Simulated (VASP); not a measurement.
# W in VASP: notebook

The runs below take W through single point, with PBE.

All numbers are computed with VASP 6.6.1; they aren't measurements. Logs are shortened: lines on timing, memory, paths and dates and some standing lists are left out, and cuts for length are marked.

### Step 1. The cell of the first run

The cell holds a slab with vacuum, 6 atoms: a = 3.183 Å, b = 3.183 Å, c = 23.959 Å, α = 90.00°, β = 90.00°, γ = 90.00°.

### Step 2. Single point, PBE

Input file INCAR:

```
SYSTEM = W
PREC = Accurate
ENCUT = 520
EDIFF = 1E-6
ISMEAR = -1
SIGMA = 0.08
LREAL = .FALSE.
LASPH = .TRUE.
NELM = 100
ALGO = Normal
ISIF = 2
LWAVE = .FALSE.
LCHARG = .FALSE.
LDIPOL = .TRUE.
IDIPOL = 3
DIPOL = 0.5 0.5 0.500
GGA = PE
NBANDS = 51
```

Input file KPOINTS:

```
regular mesh
0
G
  11 11 1
  0 0 0
```

Input file POSCAR:

```
W
1.0
    3.1834185694      0.0000000000      0.0000000000
    0.0000000000      3.1834185694      0.0000000000
    0.0000000000      0.0000000000     23.9585000000
W
6
Direct
    0.2500000000      0.2500000000      0.3339097518
    0.7500000000      0.7500000000      0.4003458511
    0.2500000000      0.2500000000      0.4667819504
    0.7500000000      0.7500000000      0.5332180496
    0.2500000000      0.2500000000      0.5996541489
    0.7500000000      0.7500000000      0.6660902482
```

Potentials or basis: VASP PAW PBE potentials, release 64 (W_sv).

Run with:

```
$ cat potpaw_PBE.64/W_sv/POTCAR > POTCAR
$ mpirun -np 1 vasp_std > vasp.out
```

OUTCAR:

```text
SYSTEM = W
   PREC = Accurate
   ENCUT = 520
   EDIFF = 1E-6
   ISMEAR = -1
   LREAL = .FALSE.
   LASPH = .TRUE.
   NELM = 100
   ISIF = 2
   GGA = PE

 ion  position               nearest neighbor table
   1  0.250  0.250  0.334-   2 2.76   2 2.76   2 2.76   2 2.76   3 3.18
   2  0.750  0.750  0.400-   1 2.76   3 2.76   1 2.76   3 2.76   1 2.76   3 2.76   1 2.76   3 2.76
                             4 3.18
   3  0.250  0.250  0.467-   4 2.76   4 2.76   4 2.76   4 2.76   2 2.76   2 2.76   2 2.76   2 2.76
                             5 3.18   1 3.18
   4  0.750  0.750  0.533-   3 2.76   3 2.76   3 2.76   3 2.76   5 2.76   5 2.76   5 2.76   5 2.76
                             2 3.18   6 3.18
   5  0.250  0.250  0.600-   4 2.76   6 2.76   4 2.76   6 2.76   4 2.76   6 2.76   4 2.76   6 2.76
                             3 3.18
   6  0.750  0.750  0.666-   5 2.76   5 2.76   5 2.76   5 2.76   4 3.18

  LATTYP: Found a simple tetragonal cell.
 ALAT       =     3.1834185694
 C/A-ratio  =     7.5260288516

  Lattice vectors:

 A1 = (   3.1834185694,   0.0000000000,   0.0000000000)
 A2 = (   0.0000000000,   3.1834185694,   0.0000000000)
 A3 = (   0.0000000000,   0.0000000000,  23.9585000000)

Analysis of symmetry for initial positions (statically):
=====================================================================
 Subroutine PRICEL returns:
 Original cell was already a primitive cell.

 Routine SETGRP: Setting up the symmetry group for a
 simple tetragonal supercell.

 Subroutine GETGRP returns: Found 16 space group operations
 (whereof  4 operations were pure point group operations)
 out of a pool of 16 trial point group operations.

The static configuration has the point symmetry C_2h.
 The point group associated with its full space group is D_4h.

Analysis of symmetry for dynamics (positions and initial velocities):
=====================================================================
 Subroutine PRICEL returns:
 Original cell was already a primitive cell.

 Routine SETGRP: Setting up the symmetry group for a
 simple tetragonal supercell.

 Subroutine GETGRP returns: Found 16 space group operations
 (whereof  4 operations were pure point group operations)
 out of a pool of 16 trial point group operations.

The dynamic configuration has the point symmetry C_2h.
 The point group associated with its full space group is D_4h.

 Subroutine INISYM returns: Found 16 space group operations
 (whereof  4 operations are pure point group operations),
 and found     1 'primitive' translations

----------------------------------------------------------------------------------------

[... 108 lines left out ...]
   NUPDOWN=      -1.0000    fix difference up-down
   EMIN   =  10.00;   EMAX   =-10.00  energy-range for DOS
   EFERMI =   0.00;   METHOD = LEGACY
   ISMEAR =    -1;   SIGMA  =   0.08  broadening in eV -4-tet -1-fermi 0-gaus
   EFERMI_NEDOS =   21; number of points for ismear=-14 and -15
   IALGO  =     38    algorithm
   IMIX   =      4    mixing-type and parameters
     AMIX     =   0.40;   BMIX     =  1.00
     AMIX_MAG =   1.60;   BMIX_MAG =  1.00
  volume/ion in A,a.u.               =      40.47       273.08
  Fermi-wavevector in a.u.,A,eV,Ry     =   1.149262  2.171789 17.970605  1.320802
  Thomas-Fermi vector in A             =   2.285932
   LORBIT       =      0    0 simple, 1 ext, 2 COOP (PROOUT), +10 PAW based schemes
   GGA     = PE    functional components
   LHFCALC =     F    Hartree Fock is set to
   AEXX    =    0.0000 exact exchange contribution
   IVDW    =     0    specifies the selected vdW correction
   LEPSILON=     F    determine dielectric tensor
   LRPA    =     F    only Hartree local field effects (RPA)
 non-spin polarized calculation
  energy-cutoff  :      520.00
  volume of cell :      242.80
 maximum number of plane-waves:      6614
 NGX is ok and might be reduce to    24
   NGX = 11   NGY = 11   NGZ = 89

 number of electron      83.9999982 magnetization

 dipolmoment           0.000000      0.000000     -0.000000 electrons x Angstroem

 Free energy of the ion-electron system (eV)
  ---------------------------------------------------
  ext. energy  EPLUGINS =         0.00000000
  ---------------------------------------------------
  free energy    TOTEN  =       -72.37455072 eV

  energy without entropy =      -72.24725525  energy(sigma->0) =      -72.31090299

 E-fermi :   1.9697     XC(G=0):  -6.4512

 val. band max:        1.9461646425   @ k =   0.3636   0.0000   0.0000
 cond. band min:       1.9856077130   @ k =   0.0000   0.0000   0.0000
 fundamental gap:      0.0394430705
 Fermi energy:         1.9697451308

 k-point     1 :       0.0000    0.0000    0.0000
  band No.  band energies     occupation
      1     -72.0752      2.00000
      2     -72.0298      2.00000
      3     -71.9967      2.00000
      4     -71.9521      2.00000
      5     -71.8926      2.00000
      6     -71.8744      2.00000
[... 1123 lines left out ...]
     50       5.0900      0.00000
     51       5.2701      0.00000

------------------------ aborting loop because EDIFF is reached ----------------------------------------

 vacuum level on the upper side and lower side of the slab       (xc-potential included)        -0.237        -0.237

  FORCE on cell =-STRESS in cart. coord.  units (eV):
  Direction    XX          YY          ZZ          XY          YZ          ZX
  --------------------------------------------------------------------------------------
  -------------------------------------------------------------------------------------
  Total       -8.6295489     -8.6295489     -6.0889737     -0.0000000      0.0000000     -0.0000000
  in kB      -56.9444711    -56.9444711    -40.1797812     -0.0000000      0.0000000     -0.0000000
  external PRESSURE =     -51.3562411 kB  Pullay stress =       0.0000000 kB

 VOLUME and BASIS-vectors are now :
 -----------------------------------------------------------------------------
  energy-cutoff  :      520.00
  volume of cell :      242.80
      direct lattice vectors                 reciprocal lattice vectors
     3.183418569  0.000000000  0.000000000     0.314127715  0.000000000  0.000000000
     0.000000000  3.183418569  0.000000000     0.000000000  0.314127715  0.000000000
     0.000000000  0.000000000 23.958500000     0.000000000  0.000000000  0.041738840

 POSITION                                       TOTAL-FORCE (eV/Angst)
 -----------------------------------------------------------------------------------
      0.79585      0.79585      7.99998         0.000000      0.000000      1.765097
      2.38756      2.38756      9.59169         0.000000     -0.000000     -1.681982
      0.79585      0.79585     11.18340         0.000000     -0.000000      0.002796
      2.38756      2.38756     12.77510        -0.000000     -0.000000     -0.002796
      0.79585      0.79585     14.36681        -0.000000     -0.000000      1.681982
      2.38756      2.38756     15.95852        -0.000000      0.000000     -1.765097
 -----------------------------------------------------------------------------------
    total drift:                                0.000000      0.000000      0.000000

  FREE ENERGIE OF THE ION-ELECTRON SYSTEM (eV)
  ---------------------------------------------------
  free  energy   TOTEN  =       -72.3745507159 eV

  energy  without entropy=      -72.2472552543  energy(sigma->0) =      -72.31090299

 vacuum level on the upper side and lower side of the slab         5.977         5.977
```

stdout:

```text
POSCAR found type information on POSCAR W
 POSCAR found :  1 types and       6 ions
 scaLAPACK will be used
 LDA part: xc-table for (Slater+PW92), standard interpolation
 POSCAR, INCAR and KPOINTS ok, starting setup
 FFT: planning ... GRIDC
 FFT: planning ... GRID_SOFT
 FFT: planning ... GRID
 WAVECAR not read
 entering main loop
```

It took 5.1 min on 1 thread of Intel Xeon Platinum 8488C (Sapphire Rapids), shared host; peak memory 0.41 GiB.

What came out:

| Item | Value |
| --- | --- |
| Free energy | -72.3746 eV |
| Largest force | 1.765 eV/Å |
| Band gap on the k mesh | zero (bands 42 and 43 overlap by 1.95 eV) |

Forces in eV/Å, atoms in the order of the input:
```
W    0.000  0.000  1.765
W    0.000  0.000 -1.682
W    0.000  0.000  0.003
W    0.000  0.000 -0.003
W    0.000  0.000  1.682
W    0.000  0.000 -1.765
```

Levels at points of the mesh, in eV from the Fermi level:
| k point | band 38 | band 39 | band 40 | band 41 | band 42 | band 43 | band 44 | band 45 | band 46 | band 47 |
| --- | --- | --- | --- | --- | --- | --- | --- | --- | --- | --- |
| (0.00, 0.00, 0.00) | -0.84 | -0.78 | -0.30 | -0.30 | -0.28 | -0.24 | 0.02 | 0.32 | 0.67 | 0.67 |

Caveat: spin-orbit coupling is left out, which moves the levels of the heavy elements.

### Step 3. Single point, PBE

Input file INCAR:

```
SYSTEM = W
  ALGO = Normal
  DIPOL = 0.5 0.5 0.500
  EDIFF = 1E-7
  ENCUT = 520
  GGA = PE
  IDIPOL = 3
  ISIF = 2
  ISMEAR = -1
  LASPH = .True.
  LCHARG = .False.
  LDIPOL = .True.
  LREAL = .False.
  LWAVE = .False.
  NBANDS = 51
  NELM = 60
  PREC = Accurate
  SIGMA = 0.08
```

Input file KPOINTS:

```
k-points
0
Gamma
  11 11 1
  0 0 0
```

Input file POSCAR:

```
W
1.0
    3.1834185694      0.0000000000      0.0000000000
    0.0000000000      3.1834185694      0.0000000000
    0.0000000000      0.0000000000     23.9585000000
W
6
Direct
    0.2500000000      0.2500000000      0.3404682231
    0.7500000000      0.7500000000      0.3990730829
    0.2500000000      0.2500000000      0.4678512185
    0.7500000000      0.7500000000      0.5321487837
    0.2500000000      0.2500000000      0.6009269158
    0.7500000000      0.7500000000      0.6595317760
```

Potentials or basis: VASP PAW PBE potentials, release 64 (W_sv).

Run with:

```
$ cat potpaw_PBE.64/W_sv/POTCAR > POTCAR
$ mpirun -np 1 vasp_std > vasp.out
```

Wall time 5.7 min (1 thread of Intel Xeon Platinum 8488C (Sapphire Rapids), shared host); peak memory 0.4 GiB.

It converged, with:

| Quantity | Value |
| --- | --- |
| Free energy | -72.7261 eV |
| Largest force | 0.044 eV/Å |
| Band gap on the k mesh | zero (bands 42 and 43 overlap by 1.80 eV) |

Forces in eV/Å, atoms in the order of the input:
```
W    0.000  0.000 -0.044
W    0.000  0.000  0.000
W    0.000  0.000 -0.007
W    0.000  0.000  0.007
W    0.000  0.000  0.000
W    0.000  0.000  0.044
```

Levels at points of the mesh, in eV from the Fermi level:
| k point | band 40 | band 41 | band 42 | band 43 | band 44 | band 45 |
| --- | --- | --- | --- | --- | --- | --- |
| (0.00, 0.00, 0.00) | -0.42 | -0.23 | -0.23 | -0.21 | -0.19 | 0.57 |

Caveat: spin-orbit coupling is left out, which moves the levels of the heavy elements.

### Step 4. Single point, PBE

Input file INCAR:

```
PREC = Accurate
ENCUT = 520
EDIFF = 1E-6
ISMEAR = -1
SIGMA = 0.08
LREAL = False
LASPH = True
NELM = 100
ALGO = Normal
ISIF = 2
LWAVE = False
LCHARG = True
LDIPOL = True
IDIPOL = 3
DIPOL = 0.5 0.5 0.500
GGA = PE
LELF = True
LVHAR = True
LVACPOTAV = True
NBANDS = 51
```

Input file KPOINTS:

```
regular mesh
0
Gamma
  11 11 1
```

POSCAR is that of step 3.

Potentials or basis: VASP PAW PBE potentials, release 64 (W_sv).

Run with:

```
$ cat potpaw_PBE.64/W_sv/POTCAR > POTCAR
$ mpirun -np 1 vasp_std > vasp.out
```

OUTCAR:

```text
PREC = Accurate
   ENCUT = 520
   EDIFF = 1E-6
   ISMEAR = -1
   LREAL = False
   LASPH = True
   NELM = 100
   ISIF = 2
   GGA = PE

 ion  position               nearest neighbor table
   1  0.250  0.250  0.340-   2 2.65   2 2.65   2 2.65   2 2.65   3 3.05
   2  0.750  0.750  0.399-   1 2.65   1 2.65   1 2.65   1 2.65   3 2.79   3 2.79   3 2.79   3 2.79
                             4 3.19
   3  0.250  0.250  0.468-   4 2.73   4 2.73   4 2.73   4 2.73   2 2.79   2 2.79   2 2.79   2 2.79
                             1 3.05   5 3.19
   4  0.750  0.750  0.532-   3 2.73   3 2.73   3 2.73   3 2.73   5 2.79   5 2.79   5 2.79   5 2.79
                             6 3.05   2 3.19
   5  0.250  0.250  0.601-   6 2.65   6 2.65   6 2.65   6 2.65   4 2.79   4 2.79   4 2.79   4 2.79
                             3 3.19
   6  0.750  0.750  0.660-   5 2.65   5 2.65   5 2.65   5 2.65   4 3.05

  LATTYP: Found a simple tetragonal cell.
 ALAT       =     3.1834185694
 C/A-ratio  =     7.5260288516

  Lattice vectors:

 A1 = (   3.1834185694,   0.0000000000,   0.0000000000)
 A2 = (   0.0000000000,   3.1834185694,   0.0000000000)
 A3 = (   0.0000000000,   0.0000000000,  23.9585000000)

Analysis of symmetry for initial positions (statically):
[... 190 lines left out ...]
 k-point     1 :       0.0000    0.0000    0.0000
  band No.  band energies     occupation
      1     -71.9742      2.00000
      2     -71.9021      2.00000
      3     -71.8640      2.00000
      4     -71.8146      2.00000
      5     -71.7007      2.00000
      6     -71.6986      2.00000
[... 1123 lines left out ...]
     50       5.0844      0.00000
     51       5.2627      0.00000

------------------------ aborting loop because EDIFF is reached ----------------------------------------

  FORCE on cell =-STRESS in cart. coord.  units (eV):
  Direction    XX          YY          ZZ          XY          YZ          ZX
  --------------------------------------------------------------------------------------
  -------------------------------------------------------------------------------------
  Total       -3.0319219     -3.0319219      0.2711878     -0.0000000     -0.0000000      0.0000000
  in kB      -20.0069771    -20.0069771      1.7895078     -0.0000000     -0.0000000      0.0000000
  external PRESSURE =     -12.7414821 kB  Pullay stress =       0.0000000 kB

 VOLUME and BASIS-vectors are now :
 -----------------------------------------------------------------------------
  energy-cutoff  :      520.00
  volume of cell :      242.80
      direct lattice vectors                 reciprocal lattice vectors
     3.183418569  0.000000000  0.000000000     0.314127715  0.000000000  0.000000000
     0.000000000  3.183418569  0.000000000     0.000000000  0.314127715  0.000000000
     0.000000000  0.000000000 23.958500000     0.000000000  0.000000000  0.041738840

 POSITION                                       TOTAL-FORCE (eV/Angst)
 -----------------------------------------------------------------------------------
      0.79585      0.79585      8.15711        -0.000000      0.000000     -0.043720
      2.38756      2.38756      9.56119        -0.000000     -0.000000      0.000150
      0.79585      0.79585     11.20901         0.000000      0.000000     -0.006504
      2.38756      2.38756     12.74949         0.000000      0.000000      0.006504
      0.79585      0.79585     14.39731        -0.000000      0.000000     -0.000150
      2.38756      2.38756     15.80139        -0.000000     -0.000000      0.043720
 -----------------------------------------------------------------------------------
    total drift:                                0.000000     -0.000000     -0.000000

  FREE ENERGIE OF THE ION-ELECTRON SYSTEM (eV)
  ---------------------------------------------------
  free  energy   TOTEN  =       -72.7261264988 eV

  energy  without entropy=      -72.6047146517  energy(sigma->0) =      -72.66542058

 vacuum level on the upper side and lower side of the slab         6.104         6.104
```

OSZICAR:

```text
N       E                     dE             d eps       ncg     rms          rms(c)
DAV:   1     0.108254097253E+04    0.10825E+04   -0.52839E+04  2590   0.162E+03
DAV:   2    -0.276856795258E+02   -0.11102E+04   -0.10877E+04  2410   0.518E+02
DAV:   3    -0.760100509964E+02   -0.48324E+02   -0.46902E+02  2648   0.108E+02
[... 19 lines left out ...]
DAV:  23    -0.727261180392E+02   -0.55878E-05   -0.55007E-07  1564   0.339E-03    0.921E-04
DAV:  24    -0.727261215888E+02   -0.35496E-05   -0.15226E-07  1433   0.191E-03    0.751E-04
DAV:  25    -0.727261251931E+02   -0.36043E-05   -0.12172E-07  1443   0.122E-03    0.102E-03
DAV:  26    -0.727261262734E+02   -0.10803E-05   -0.39076E-08  1315   0.667E-04    0.637E-04
DAV:  27    -0.727261264988E+02   -0.22543E-06   -0.12964E-08  1239   0.405E-04
   1 F= -.72726126E+02 E0= -.72665421E+02  d E =-.121412E+00
```

stdout:

```text
POSCAR found type information on POSCAR W
 POSCAR found :  1 types and       6 ions
 scaLAPACK will be used
 LDA part: xc-table for (Slater+PW92), standard interpolation
 POSCAR, INCAR and KPOINTS ok, starting setup
 FFT: planning ... GRIDC
 FFT: planning ... GRID_SOFT
 FFT: planning ... GRID
 WAVECAR not read
 entering main loop
 -----------------------------------------------------------------------------
|                                                                             |
|           W    W    AA    RRRRR   N    N  II  N    N   GGGG   !!!           |
|           W    W   A  A   R    R  NN   N  II  NN   N  G    G  !!!           |
|           W    W  A    A  R    R  N N  N  II  N N  N  G       !!!           |
|           W WW W  AAAAAA  RRRRR   N  N N  II  N  N N  G  GGG   !            |
|           WW  WW  A    A  R   R   N   NN  II  N   NN  G    G                |
|           W    W  A    A  R    R  N    N  II  N    N   GGGG   !!!           |
|                                                                             |
|     Did not find any points to average over, which means that no vacuum     |
|     field-free region was found. Please increase the size of  your cell     |
|     in the dimension of the dipole correction to obtain accurate            |
|     workfunction values.                                                    |
|                                                                             |
 -----------------------------------------------------------------------------
```

It took 6 min on 1 thread of Intel Xeon Platinum 8488C (Sapphire Rapids), shared host; peak memory 0.4 GiB.

Results:

* Free energy: -72.7261 eV
* Largest force: 0.044 eV/Å
* Band gap on the k mesh: zero (bands 42 and 43 overlap by 1.80 eV)

Forces on the atoms (eV/Å):
```
W    0.000  0.000 -0.044
W    0.000  0.000  0.000
W    0.000  0.000 -0.007
W    0.000  0.000  0.007
W    0.000  0.000  0.000
W    0.000  0.000  0.044
```

Caveat: spin-orbit coupling is left out, which moves the levels of the heavy elements.

The gap in the log of VASP goes by the Fermi energy; the results here count the filled bands.